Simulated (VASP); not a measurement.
# Li2Se: electric field gradients with LDA

Li2Se:

```
Li Se
1.0
     0.00000    3.04201    3.04201
     3.04201    0.00000    3.04201
     3.04201    3.04201    0.00000
Li Se
2 1
Direct
  0.25000 0.25000 0.25000
  0.75000 0.75000 0.75000
  0.00000 0.00000 0.00000
```

```
Program                : VASP 6.6.1
Task                   : electric field gradients
Functional             : LDA
Potentials or basis    : VASP PAW LDA potentials, release 64 (Li_sv, Se)
Cutoff                 : 650 eV
k mesh                 : 9 × 9 × 9
Occupations            : fermi-dirac, width 0.03 eV
Spin                   : no spin polarisation
Dipole correction      : no
Further INCAR settings : ALGO = Normal; EDIFF = 1e-08; NBANDS = 13
```

```
Pressure                                : -3.7 GPa
Band gap on the k mesh                  : 2.91 eV (least direct gap 3.05 eV)
Largest electric field gradient by atom : zero within the noise of the run
```

Levels at points of the mesh, in eV from the valence-band top:
| k point | band 4 | band 5 | band 6 | band 7 | band 8 | band 9 |
| --- | --- | --- | --- | --- | --- | --- |
| (0.00, 0.00, 0.00) | 0.00 | 0.00 | 0.00 | 3.05 | 5.45 | 5.45 |

It took 66 s on 1 thread of Intel Xeon 8259CL, on a shared host, peak memory 0.18 GiB.

Caveat: the cell stands under tension; an odd mesh through Γ misses points on the zone boundary, where band edges can lie.
